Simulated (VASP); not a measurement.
A run of VASP 6.6.1:

POSCAR

```
W
1.0
   -1.6611920000      1.6611920000      1.7250840000
    1.6611920000     -1.6611920000      1.7250840000
    1.6611920000      1.6611920000     -1.7250840000
W
1
Direct
    0.0000000000      0.0000000000      0.0000000000
```

File INCAR.step1:

```
PREC     = Accurate       # precision mode
ENCUT    = 520            # plane-wave cutoff, eV
ISMEAR   = 0              # smearing method
SIGMA    = 0.15           # smearing width, eV
LREAL    = F              # projectors in reciprocal space
LASPH    = T              # aspherical terms in the spheres
NELM     = 100            # most SCF steps
NBANDS   = 13             # bands
GGA      = PE             # functional
ALGO     = Normal         # electronic algorithm
EDIFF    = 1E-4           # SCF threshold, eV
LWAVE    = T              # write WAVECAR
LCHARG   = F              # write CHGCAR
```

File INCAR.step2:

```
PREC     = Accurate       # precision mode
ENCUT    = 520            # plane-wave cutoff, eV
EDIFF    = 1E-6           # SCF threshold, eV
ISMEAR   = 0              # smearing method
SIGMA    = 0.15           # smearing width, eV
LREAL    = F              # projectors in reciprocal space
LASPH    = T              # aspherical terms in the spheres
NELM     = 100            # most SCF steps
ALGO     = Normal         # electronic algorithm
ISIF     = 2              # what is computed and relaxed
LWAVE    = F              # write WAVECAR
LCHARG   = F              # write CHGCAR
METAGGA  = R2SCAN         # meta-GGA
LMIXTAU  = T            
NBANDS   = 13             # bands
ISTART   = 1
```

The input KPOINTS:

```
Automatic mesh
0
Gamma
  20 20 20
```

Potentials or basis: VASP PAW PBE potentials, release 64 (W_sv).

Launch:

```sh
$ cat potpaw_PBE.64/W_sv/POTCAR > POTCAR
$ cp INCAR.step1 INCAR
$ mpirun -np 1 vasp_std > vasp.out
$ cp INCAR.step2 INCAR
$ mpirun -np 1 vasp_std > vasp.out
```

Hardware: 1 thread of Intel(R) Xeon(R) 6975P-C (Granite Rapids) (shared host).

Problem. How long does it take, and how much memory?

Solution. Run time: 2.3 min on 1 thread of Intel(R) Xeon(R) 6975P-C (Granite Rapids), with other jobs on the host, peak memory 0.26 GiB. Counts: k points 641.
